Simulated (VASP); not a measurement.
Input of a VASP 6.6.1 run:

The input INCAR:

```
SYSTEM = TiAl
PREC = Accurate
ENCUT = 520
EDIFF = 1E-7
ISMEAR = 0
SIGMA = 0.15
LREAL = .False.
LASPH = .True.
NELM = 80
ALGO = Normal
ISIF = 2
LWAVE = .False.
LCHARG = .False.
GGA = PE
NBANDS = 14
```

KPOINTS

```
regular mesh
0
Gamma
  18 18 10
  0 0 0
```

Contents of POSCAR:

```
TiAl
1.0
    2.8809683428      0.0000000000      0.0000000000
   -1.4404841714      2.4949917724      0.0000000000
    0.0000000000      0.0000000000      4.7879000000
Ti Al
1 1
Direct
    0.0000000000      0.0000000000      0.0000000000
    0.3333333333      0.6666666667      0.5000000000
```

Potentials or basis: VASP PAW PBE potentials, release 64 (Ti_sv, Al).

The run is started by

```bash
$ cat potpaw_PBE.64/Ti_sv/POTCAR potpaw_PBE.64/Al/POTCAR > POTCAR
$ mpirun -np 1 vasp_std > vasp.out
```

Question: Predict the pressure.

Answer: -3.2 GPa.

Stress tensor (GPa, compression positive):
```
-1.75  0.00  0.00
 0.00 -1.75  0.00
 0.00  0.00 -6.22
```
